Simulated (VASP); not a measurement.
A run of VASP 6.6.1:

POSCAR

```
CsCl
1.0
    4.1368327747      0.0000000000      0.0000000000
    0.0000000000      4.1368327747      0.0000000000
    0.0000000000      0.0000000000      4.1368327747
Cs Cl
1 1
Direct
    0.0000000000      0.0000000000      0.0000000000
    0.5000000000      0.5000000000      0.5000000000
```

The input INCAR.step1:

```
PREC = Accurate
ENCUT = 400
EDIFF = 1E-5
ISMEAR = 0
SIGMA = 0.01
LREAL = False
LASPH = True
NELM = 200
ALGO = Normal
ISIF = 2
LWAVE = True
LCHARG = False
MAGMOM = 0 0 0 0 0 0
LORBIT = 11
LSORBIT = True
GGA_COMPAT = False
LORBMOM = True
GGA = PE
NBANDS = 28
```

INCAR.step2

```
PREC = Accurate
ENCUT = 400
EDIFF = 1E-6
ISMEAR = 0
SIGMA = 0.01
LREAL = False
LASPH = True
NELM = 200
ALGO = Normal
ISIF = 2
LWAVE = False
LCHARG = False
MAGMOM = 0 0 0 0 0 0
LORBIT = 11
LSORBIT = True
GGA_COMPAT = False
LORBMOM = True
GGA = PE
LHFCALC = True
HFSCREEN = 0.2079
PRECFOCK = Normal
ISTART = 1
NBANDS = 28
```

File KPOINTS:

```
Automatic mesh
0
Gamma
  4 4 4
```

Potentials or basis: VASP PAW PBE potentials, release 64 (Cs_sv, Cl).

The run is started by

```sh
$ cat potpaw_PBE.64/Cs_sv/POTCAR potpaw_PBE.64/Cl/POTCAR > POTCAR
$ cp INCAR.step1 INCAR
$ mpirun -np 1 vasp_ncl > vasp.out
$ cp INCAR.step2 INCAR
$ mpirun -np 1 vasp_ncl > vasp.out
```

Hardware: 1 thread of Intel(R) Xeon(R) 6975P-C (Granite Rapids), with other jobs on the host.

How long does it take, and how much memory?

Run time: 10 min on 1 thread of Intel(R) Xeon(R) 6975P-C (Granite Rapids), with other jobs on the host, peak memory 0.37 GiB. Counts: k points 10.
